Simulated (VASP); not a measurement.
# SiNi2 (P-3m1) in VASP: further runs

The runs below take SiNi2 through single point, with r2SCAN.

Program: VASP 6.6.1. These are calculated values, not measurements. Logs are shortened: lines on timing, memory, paths and dates and some standing lists are left out, and cuts for length are marked.

### 1 The cell of the first run

The structure is trigonal, space group P-3m1 (No. 164). The conventional cell has a = 3.870 Å, b = 3.870 Å, c = 4.927 Å, α = 90.00°, β = 90.00°, γ = 120.00°. Si (site symmetry 3m) has 11 Ni at 2.27 to 2.65 Å within 3.0 Å. Ni (site symmetry -3m) has 6 Si at 2.46 Å and 8 Ni at 2.46 to 2.67 Å within 3.2 Å. Within 3.2 Å of Ni (site symmetry -3m) lie 8 Ni at 2.45 to 2.46 Å and 6 Si at 2.65 Å. Within 3.0 Å of Ni (site symmetry 3m) lie 5 Si at 2.27 to 2.49 Å and 6 Ni at 2.45 to 2.67 Å.

### 2 Single point, r2SCAN (mode 4 (121.0 1/cm) frozen in, largest displacement +0.225 Å)

Contents of POSCAR:

```
SiNi2
1.0
    3.8695455034      0.0000000000      0.0000000000
   -1.9347727517      3.3511247070      0.0000000000
    0.0000000000      0.0000000000      4.9268111706
Si Ni
2 4
Direct
    0.3333333333      0.6666666667      0.7907582884
    0.6666666667      0.3333333333      0.2092417116
    0.0000000000      0.0000000000      0.0000000000
    0.0000000000      0.0000000000      0.5000000000
    0.3333333333      0.6666666667      0.2956684846
    0.6666666667      0.3333333333      0.7043315154
```

Contents of INCAR.step1:

```
SYSTEM = SiNi2
PREC = Accurate ; ENCUT = 520
ISMEAR = 0 ; SIGMA = 0.15
LREAL = .FALSE. ; LASPH = .TRUE.
NELM = 100 ; NBANDS = 33
GGA = PE ; ALGO = Normal
EDIFF = 1E-4 ; LWAVE = .TRUE.
LCHARG = .FALSE.
```

Contents of INCAR.step2:

```
SYSTEM = SiNi2
PREC = Accurate ; ENCUT = 520
EDIFF = 1E-6 ; ISMEAR = 0
SIGMA = 0.15 ; LREAL = .FALSE.
LASPH = .TRUE. ; NELM = 100
ALGO = Normal ; ISIF = 2
LWAVE = .FALSE. ; LCHARG = .TRUE.
METAGGA = R2SCAN ; LMIXTAU = .TRUE.
LELF = .TRUE. ; LVHAR = .TRUE.
NBANDS = 33 ; ISTART = 1
```

Contents of KPOINTS:

```
Automatic mesh
0
G
  12 12 10
  0 0 0
```

Potentials or basis: VASP PAW PBE potentials, release 64 (Si, Ni).

Launch:

```sh
cat potpaw_PBE.64/Si/POTCAR potpaw_PBE.64/Ni/POTCAR > POTCAR
cp INCAR.step1 INCAR
mpirun -np 1 vasp_std > vasp.out
cp INCAR.step2 INCAR
mpirun -np 1 vasp_std > vasp.out
```

OUTCAR:

```text
SYSTEM = SiNi2
   PREC = Accurate
   ENCUT = 520
   EDIFF = 1E-6
   ISMEAR = 0
   LREAL = .FALSE.
   LASPH = .TRUE.
   NELM = 100
   ISIF = 2
   METAGGA = R2SCAN
   ISTART = 1

 ion  position               nearest neighbor table
   1  0.333  0.667  0.791-   6 2.27   6 2.27   6 2.27   5 2.44   3 2.46   3 2.46   3 2.46   5 2.49
                             4 2.65   4 2.65   4 2.65   2 3.04   2 3.04   2 3.04
   2  0.667  0.333  0.209-   5 2.27   5 2.27   5 2.27   6 2.44   3 2.46   3 2.46   3 2.46   6 2.49
                             4 2.65   4 2.65   4 2.65   1 3.04   1 3.04   1 3.04
   3  0.000  0.000  0.000-   1 2.46   2 2.46   1 2.46   2 2.46   2 2.46   1 2.46   4 2.46   4 2.46
                             6 2.67   5 2.67   6 2.67   5 2.67   6 2.67   5 2.67
   4  0.000  0.000  0.500-   5 2.45   6 2.45   5 2.45   6 2.45   6 2.45   5 2.45   3 2.46   3 2.46
                             1 2.65   2 2.65   1 2.65   2 2.65   1 2.65   2 2.65
   5  0.333  0.667  0.296-   2 2.27   2 2.27   2 2.27   1 2.44   4 2.45   4 2.45   4 2.45   1 2.49
                             3 2.67   3 2.67   3 2.67   6 3.01   6 3.01   6 3.01
   6  0.667  0.333  0.704-   1 2.27   1 2.27   1 2.27   2 2.44   4 2.45   4 2.45   4 2.45   2 2.49
                             3 2.67   3 2.67   3 2.67   5 3.01   5 3.01   5 3.01

  LATTYP: Found a hexagonal cell.
 ALAT       =     3.8695455034
 C/A-ratio  =     1.2732273509

  Lattice vectors:

 A1 = (   3.8695455034,   0.0000000000,   0.0000000000)
 A2 = (  -1.9347727517,   3.3511247070,   0.0000000000)
 A3 = (   0.0000000000,   0.0000000000,   4.9268111706)

Analysis of symmetry for initial positions (statically):
=====================================================================
 Subroutine PRICEL returns:
 Original cell was already a primitive cell.

 Routine SETGRP: Setting up the symmetry group for a
 hexagonal supercell.

 Subroutine GETGRP returns: Found 12 space group operations
 (whereof 12 operations were pure point group operations)
 out of a pool of 24 trial point group operations.

The static configuration has the point symmetry D_3d.

Analysis of symmetry for dynamics (positions and initial velocities):
=====================================================================
 Subroutine PRICEL returns:
 Original cell was already a primitive cell.

 Routine SETGRP: Setting up the symmetry group for a
 hexagonal supercell.

 Subroutine GETGRP returns: Found 12 space group operations
 (whereof 12 operations were pure point group operations)
 out of a pool of 24 trial point group operations.

The dynamic configuration has the point symmetry D_3d.

 Subroutine INISYM returns: Found 12 space group operations
 (whereof 12 operations are pure point group operations),
 and found     1 'primitive' translations
[... 110 lines left out ...]
   ISYM   =      2    0-nonsym 1-usesym 2-fastsym
   POTIM  = 0.5000    time-step for ionic-motion
   TEBEG  =    0.0;   TEEND  =   0.0 temperature during run
   PSTRESS=    0.0 pullay stress
   NELECT =      48.0000    total number of electrons
   NUPDOWN=      -1.0000    fix difference up-down
   EMIN   =  10.00;   EMAX   =-10.00  energy-range for DOS
   EFERMI =   0.00;   METHOD = LEGACY
   ISMEAR =     0;   SIGMA  =   0.15  broadening in eV -4-tet -1-fermi 0-gaus
   EFERMI_NEDOS =   21; number of points for ismear=-14 and -15
   IALGO  =     38    algorithm
   IMIX   =      4    mixing-type and parameters
     AMIX     =   0.40;   BMIX     =  1.00
     AMIX_MAG =   1.60;   BMIX_MAG =  1.00
  volume/ion in A,a.u.               =      10.65        71.86
  Fermi-wavevector in a.u.,A,eV,Ry     =   1.488275  2.812431 30.136380  2.214961
  Thomas-Fermi vector in A             =   2.601330
   LORBIT       =      0    0 simple, 1 ext, 2 COOP (PROOUT), +10 PAW based schemes
   METAGGA = R2SCAN    functional components
   LHFCALC =     F    Hartree Fock is set to
   AEXX    =    0.0000 exact exchange contribution
   IVDW    =     0    specifies the selected vdW correction
   LEPSILON=     F    determine dielectric tensor
   LRPA    =     F    only Hartree local field effects (RPA)
 non-spin polarized calculation
 Gauss-broadening in eV      SIGMA  =   0.15
  energy-cutoff  :      520.00
  volume of cell :       63.89
 maximum number of plane-waves:      1737
 NGX is ok and might be reduce to    30
   NGX = 15   NGY = 15   NGZ = 19

 number of electron      47.9999993 magnetization

 Free energy of the ion-electron system (eV)
  ---------------------------------------------------
  ext. energy  EPLUGINS =         0.00000000
  ---------------------------------------------------
  free energy    TOTEN  =       -68.05789456 eV

  energy without entropy =      -68.02103573  energy(sigma->0) =      -68.03946515

 E-fermi :  11.3841     XC(G=0): -14.1515

 val. band max:       11.3803740809   @ k =   0.1667   0.0000   0.0000
 cond. band min:      11.3931287730   @ k =   0.2500  -0.0000   0.1000
 fundamental gap:      0.0127546921
 Fermi energy:        11.3840840524

 k-point     1 :       0.0000    0.0000    0.0000
  band No.  band energies     occupation
      1      -2.1178      2.00000
      2       2.8928      2.00000
      3       4.3450      2.00000
      4       6.0265      2.00000
      5       6.0265      2.00000
      6       7.2934      2.00000
[... 853 lines left out ...]
     32      18.4599      0.00000
     33      18.8753      0.00000

 [... further k-points ...]

------------------------ aborting loop because EDIFF is reached ----------------------------------------

  FORCE on cell =-STRESS in cart. coord.  units (eV):
  Direction    XX          YY          ZZ          XY          YZ          ZX
  --------------------------------------------------------------------------------------
  -------------------------------------------------------------------------------------
  Total        0.0684059      0.0684059     -0.7630508      0.0000000      0.0000000      0.0000000
  in kB        1.7154887      1.7154887    -19.1358405      0.0000000      0.0000000      0.0000000
  external PRESSURE =      -5.2349544 kB  Pullay stress =       0.0000000 kB

 VOLUME and BASIS-vectors are now :
 -----------------------------------------------------------------------------
  energy-cutoff  :      520.00
  volume of cell :       63.89
      direct lattice vectors                 reciprocal lattice vectors
     3.869545503  0.000000000  0.000000000     0.258428283  0.149203639  0.000000000
    -1.934772752  3.351124707  0.000000000     0.000000000  0.298407277  0.000000000
     0.000000000  0.000000000  4.926811171     0.000000000  0.000000000  0.202971043

 POSITION                                       TOTAL-FORCE (eV/Angst)
 -----------------------------------------------------------------------------------
     -0.00000      2.23408      3.89592        -0.000000      0.000000     -0.332536
      1.93477      1.11704      1.03089        -0.000000     -0.000000      0.332536
      0.00000      0.00000      0.00000        -0.000000      0.000000      0.000000
      0.00000      0.00000      2.46341        -0.000000      0.000000      0.000000
     -0.00000      2.23408      1.45670         0.000000      0.000000     -0.642201
      1.93477      1.11704      3.47011        -0.000000     -0.000000      0.642201
 -----------------------------------------------------------------------------------
    total drift:                               -0.000000      0.000000      0.000000

  FREE ENERGIE OF THE ION-ELECTRON SYSTEM (eV)
  ---------------------------------------------------
  free  energy   TOTEN  =       -68.0578945622 eV

  energy  without entropy=      -68.0210357349  energy(sigma->0) =      -68.03946515
```

Wall time 25 min (1 thread of Intel Xeon Platinum 8259CL at 2.50GHz (Skylake/Cascade Lake), shared host); peak memory 0.39 GiB.

Results:

* Free energy: -68.0579 eV
* Pressure: -0.5 GPa
* Largest force: 0.642 eV/Å
* Band gap on the k mesh: zero (band 24 reaches 14.52 eV, above the bottom of band 25 at 10.89 eV)

Forces in eV/Å, atoms in the order of the input:
```
Si   0.000  0.000 -0.333
Si   0.000  0.000  0.333
Ni   0.000  0.000  0.000
Ni   0.000  0.000  0.000
Ni   0.000  0.000 -0.642
Ni   0.000  0.000  0.642
```

Stress tensor (GPa, compression positive):
```
 0.17  0.00  0.00
 0.00  0.17  0.00
 0.00  0.00 -1.91
```

Levels at points of the mesh, in eV from the Fermi level:
```
           k point  band 22  band 23  band 24  band 25  band 26  band 27
(0.00, 0.00, 0.00)    -0.76     0.16     2.52     2.61     2.61     2.91
(0.50, 0.00, 0.00)    -1.06    -0.80    -0.62    -0.32     0.91     2.03
(0.00, 0.00, 0.50)    -1.09     1.81     3.13     3.15     3.15     3.39
(0.50, 0.00, 0.50)    -1.07    -0.90    -0.76     0.84     1.01     2.51
```

Caveat: the cell differs from its parent crystal (mode 4 (121.0 1/cm) frozen in, largest displacement +0.225 Å); the PAW data sets were made with another functional, which shifts forces and pressure a little.

### 3 Single point, r2SCAN (mode 4 (121.0 1/cm) frozen in, largest displacement +0.075 Å)

Contents of POSCAR:

```
SiNi2
1.0
    3.8695455034      0.0000000000      0.0000000000
   -1.9347727517      3.3511247070      0.0000000000
    0.0000000000      0.0000000000      4.9268111706
Si Ni
2 4
Direct
    0.3333333333      0.6666666667      0.7635860961
    0.6666666667      0.3333333333      0.2364139039
    0.0000000000      0.0000000000      0.0000000000
    0.0000000000      0.0000000000      0.5000000000
    0.3333333333      0.6666666667      0.2652228282
    0.6666666667      0.3333333333      0.7347771718
```

Contents of INCAR.step1:

```
PREC = Accurate ; ENCUT = 520
ISMEAR = 0 ; SIGMA = 0.15
LREAL = F ; LASPH = T
NELM = 80 ; NBANDS = 33
GGA = PE ; ALGO = Normal
EDIFF = 1E-4 ; LWAVE = T
LCHARG = F
```

Contents of INCAR.step2:

```
PREC = Accurate ; ENCUT = 520
EDIFF = 1E-6 ; ISMEAR = 0
SIGMA = 0.15 ; LREAL = F
LASPH = T ; NELM = 80
ALGO = Normal ; ISIF = 2
LWAVE = F ; LCHARG = T
METAGGA = R2SCAN ; LMIXTAU = T
LELF = T ; LVHAR = T
NBANDS = 33 ; ISTART = 1
```

Contents of KPOINTS:

```
Automatic mesh
0
Gamma
  12 12 10
```

Potentials or basis: VASP PAW PBE potentials, release 64 (Si, Ni).

Launch:

```sh
cat potpaw_PBE.64/Si/POTCAR potpaw_PBE.64/Ni/POTCAR > POTCAR
cp INCAR.step1 INCAR
mpirun -np 1 vasp_std > vasp.out
cp INCAR.step2 INCAR
mpirun -np 1 vasp_std > vasp.out
```

OUTCAR:

```text
PREC = Accurate
   ENCUT = 520
   EDIFF = 1E-6
   ISMEAR = 0
   LREAL = F
   LASPH = T
   NELM = 80
   ISIF = 2
   METAGGA = R2SCAN
   ISTART = 1

 ion  position               nearest neighbor table
   1  0.333  0.667  0.764-   6 2.24   6 2.24   6 2.24   5 2.46   5 2.47   3 2.52   3 2.52   3 2.52
                             4 2.58   4 2.58   4 2.58
   2  0.667  0.333  0.236-   5 2.24   5 2.24   5 2.24   6 2.46   6 2.47   3 2.52   3 2.52   3 2.52
                             4 2.58   4 2.58   4 2.58
   3  0.000  0.000  0.000-   4 2.46   4 2.46   1 2.52   2 2.52   1 2.52   2 2.52   2 2.52   1 2.52
                             6 2.59   5 2.59   6 2.59   5 2.59   6 2.59   5 2.59
   4  0.000  0.000  0.500-   3 2.46   3 2.46   6 2.52   5 2.52   5 2.52   6 2.52   6 2.52   5 2.52
                             1 2.58   2 2.58   1 2.58   2 2.58   1 2.58   2 2.58
   5  0.333  0.667  0.265-   2 2.24   2 2.24   2 2.24   1 2.46   1 2.47   4 2.52   4 2.52   4 2.52
                             3 2.59   3 2.59   3 2.59
   6  0.667  0.333  0.735-   1 2.24   1 2.24   1 2.24   2 2.46   2 2.47   4 2.52   4 2.52   4 2.52
                             3 2.59   3 2.59   3 2.59

  LATTYP: Found a hexagonal cell.
 ALAT       =     3.8695455034
 C/A-ratio  =     1.2732273509

  Lattice vectors:

 A1 = (   3.8695455034,   0.0000000000,   0.0000000000)
 A2 = (  -1.9347727517,   3.3511247070,   0.0000000000)
 A3 = (   0.0000000000,   0.0000000000,   4.9268111706)

Analysis of symmetry for initial positions (statically):
=====================================================================
 Subroutine PRICEL returns:
 Original cell was already a primitive cell.

 Routine SETGRP: Setting up the symmetry group for a
 hexagonal supercell.

 Subroutine GETGRP returns: Found 12 space group operations
 (whereof 12 operations were pure point group operations)
 out of a pool of 24 trial point group operations.

The static configuration has the point symmetry D_3d.

Analysis of symmetry for dynamics (positions and initial velocities):
=====================================================================
 Subroutine PRICEL returns:
 Original cell was already a primitive cell.

[... 141 lines left out ...]
   LHFCALC =     F    Hartree Fock is set to
   AEXX    =    0.0000 exact exchange contribution
   IVDW    =     0    specifies the selected vdW correction
   LEPSILON=     F    determine dielectric tensor
   LRPA    =     F    only Hartree local field effects (RPA)
 non-spin polarized calculation
 Gauss-broadening in eV      SIGMA  =   0.15
  energy-cutoff  :      520.00
  volume of cell :       63.89
 maximum number of plane-waves:      1737
 NGX is ok and might be reduce to    30
   NGX = 15   NGY = 15   NGZ = 19

 number of electron      47.9999984 magnetization

 Free energy of the ion-electron system (eV)
  ---------------------------------------------------
  ext. energy  EPLUGINS =         0.00000000
  ---------------------------------------------------
  free energy    TOTEN  =       -68.24634423 eV

  energy without entropy =      -68.20845116  energy(sigma->0) =      -68.22739770

 E-fermi :  11.3429     XC(G=0): -14.1492

 val. band max:       11.3424975954   @ k =   0.0000   0.2500   0.1000
 cond. band min:      11.3486256956   @ k =   0.0000   0.2500   0.1000
 fundamental gap:      0.0061281001
 Fermi energy:        11.3429264178

 k-point     1 :       0.0000    0.0000    0.0000
  band No.  band energies     occupation
      1      -2.0536      2.00000
      2       2.7420      2.00000
      3       4.4141      2.00000
      4       5.9199      2.00000
      5       5.9199      2.00000
      6       7.1848      2.00000
[... 853 lines left out ...]
     32      18.4109      0.00000
     33      19.1307      0.00000

 [... further k-points ...]

------------------------ aborting loop because EDIFF is reached ----------------------------------------

  FORCE on cell =-STRESS in cart. coord.  units (eV):
  Direction    XX          YY          ZZ          XY          YZ          ZX
  --------------------------------------------------------------------------------------
  -------------------------------------------------------------------------------------
  Total        0.1342651      0.1342651      0.0164884      0.0000000     -0.0000000      0.0000000
  in kB        3.3671096      3.3671096      0.4134964      0.0000000     -0.0000000      0.0000000
  external PRESSURE =       2.3825719 kB  Pullay stress =       0.0000000 kB

 VOLUME and BASIS-vectors are now :
 -----------------------------------------------------------------------------
  energy-cutoff  :      520.00
  volume of cell :       63.89
      direct lattice vectors                 reciprocal lattice vectors
     3.869545503  0.000000000  0.000000000     0.258428283  0.149203639  0.000000000
    -1.934772752  3.351124707  0.000000000     0.000000000  0.298407277  0.000000000
     0.000000000  0.000000000  4.926811171     0.000000000  0.000000000  0.202971043

 POSITION                                       TOTAL-FORCE (eV/Angst)
 -----------------------------------------------------------------------------------
     -0.00000      2.23408      3.76204        -0.000000     -0.000000     -0.102845
      1.93477      1.11704      1.16477        -0.000000      0.000000      0.102845
      0.00000      0.00000      0.00000        -0.000000      0.000000      0.000000
      0.00000      0.00000      2.46341        -0.000000      0.000000      0.000000
     -0.00000      2.23408      1.30670         0.000000     -0.000000     -0.226788
      1.93477      1.11704      3.62011        -0.000000      0.000000      0.226788
 -----------------------------------------------------------------------------------
    total drift:                                0.000000     -0.000000     -0.000000

  FREE ENERGIE OF THE ION-ELECTRON SYSTEM (eV)
  ---------------------------------------------------
  free  energy   TOTEN  =       -68.2463442321 eV

  energy  without entropy=      -68.2084511609  energy(sigma->0) =      -68.22739770
```

OSZICAR.step1:

```text
N       E                     dE             d eps       ncg     rms          rms(c)
DAV:   1     0.321229329698E+03    0.32123E+03   -0.20830E+04 10748   0.188E+03
DAV:   2    -0.172897575082E+02   -0.33852E+03   -0.31996E+03 10692   0.370E+02
DAV:   3    -0.401880313675E+02   -0.22898E+02   -0.21664E+02 11900   0.122E+02
DAV:   4    -0.407767442445E+02   -0.58871E+00   -0.58564E+00 12836   0.178E+01
DAV:   5    -0.407971984624E+02   -0.20454E-01   -0.20446E-01 13579   0.309E+00    0.241E+01
DAV:   6    -0.419251105194E+02   -0.11279E+01   -0.62549E+01 12596   0.124E+02    0.235E+01
DAV:   7    -0.359534411720E+02    0.59717E+01   -0.20272E+01 12253   0.106E+02    0.968E+00
DAV:   8    -0.362729823214E+02   -0.31954E+00   -0.73416E+00 12378   0.692E+01    0.886E+00
DAV:   9    -0.357446719292E+02    0.52831E+00   -0.17334E+00 14009   0.396E+01    0.248E+00
DAV:  10    -0.357665709249E+02   -0.21899E-01   -0.51959E-01 13740   0.144E+01    0.308E+00
DAV:  11    -0.357047524870E+02    0.61818E-01   -0.19765E-01 12011   0.121E+01    0.668E-01
DAV:  12    -0.357052662480E+02   -0.51376E-03   -0.31978E-02 11667   0.182E+00    0.452E-01
DAV:  13    -0.357053027776E+02   -0.36530E-04   -0.15909E-03 14112   0.532E-01    0.186E-01
DAV:  14    -0.357051389562E+02    0.16382E-03   -0.59997E-04 10914   0.508E-01    0.561E-02
DAV:  15    -0.357051296964E+02    0.92598E-05   -0.96636E-05  5706   0.148E-01
   1 F= -.35705130E+02 E0= -.35685423E+02  d E =-.394133E-01
```

Run time: 12 min. Hardware: 1 thread of Intel Xeon 6975P-C (Granite Rapids), shared host; peak memory 0.38 GiB.

What came out:

```yaml
Free_energy: -68.2463 eV
Pressure: 0.2 GPa
Largest_force: 0.227 eV/Å
Band_gap_on_the_k_mesh: zero (band 24 reaches 14.25 eV, above the bottom of band 25 at 10.70 eV)
```

Forces in eV/Å, atoms in the order of the input:
```
Si   0.000  0.000 -0.103
Si   0.000  0.000  0.103
Ni   0.000  0.000  0.000
Ni   0.000  0.000  0.000
Ni   0.000  0.000 -0.227
Ni   0.000  0.000  0.227
```

Stress tensor (GPa, compression positive):
```
0.34 0.00 0.00
0.00 0.34 0.00
0.00 0.00 0.04
```

Levels at points of the mesh, in eV from the Fermi level:
```tsv
k point	band 21	band 22	band 23	band 24	band 25	band 26	band 27	band 28
(0.00, 0.00, 0.00)	-0.67	-0.67	0.11	2.85	2.85	2.97	2.97	2.99
(0.50, 0.00, 0.00)	-1.38	-1.23	-0.93	-0.73	-0.61	1.28	1.95	3.23
(0.00, 0.00, 0.50)	-1.25	-1.25	2.26	2.74	3.36	3.36	3.59	3.59
(0.50, 0.00, 0.50)	-1.41	-1.23	-0.98	-0.90	0.94	1.04	2.96	3.38
```

Caveat: the cell differs from its parent crystal (mode 4 (121.0 1/cm) frozen in, largest displacement +0.075 Å); the PAW data sets were made with another functional, which shifts forces and pressure a little.
